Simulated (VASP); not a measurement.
A run of VASP 6.6.1 is set up as follows.

The input INCAR:

```
PREC = Accurate ; ENCUT = 520
EDIFF = 1E-6 ; ISMEAR = 0
SIGMA = 0.1 ; LREAL = False
LASPH = True ; NELM = 60
ALGO = Normal ; ISIF = 2
LWAVE = False ; LCHARG = False
GGA = PE ; NBANDS = 26
```

Contents of KPOINTS:

```
Automatic mesh
0
Gamma
  6 6 4
```

POSCAR

```
Si4IrPt
1.0
    3.4748523600      0.0000000000      0.0000000000
   -1.7374261800      3.0093104200      0.0000000000
    0.0000000000      0.0000000000      7.2235250600
Si Ir Pt
4 1 1
Direct
    0.3333333300      0.6666666700      0.7432699200
    0.3333333300      0.6666666700      0.2567300800
    0.6666666700      0.3333333300      0.7432699200
    0.6666666700      0.3333333300      0.2567300800
    0.0000000000      0.0000000000      0.5000000000
    0.0000000000      0.0000000000      0.0000000000
```

Potentials or basis: VASP PAW PBE potentials, release 64 (Si, Ir, Pt).

Run with:

```sh
$ cat potpaw_PBE.64/Si/POTCAR potpaw_PBE.64/Ir/POTCAR potpaw_PBE.64/Pt/POTCAR > POTCAR
$ mpirun -np 1 vasp_std > vasp.out
```

(1) What does it give for the pressure?

(2) Estimate the largest force.

## Answers

(1) 62.1 GPa.

(2) 0.106 eV/Å.
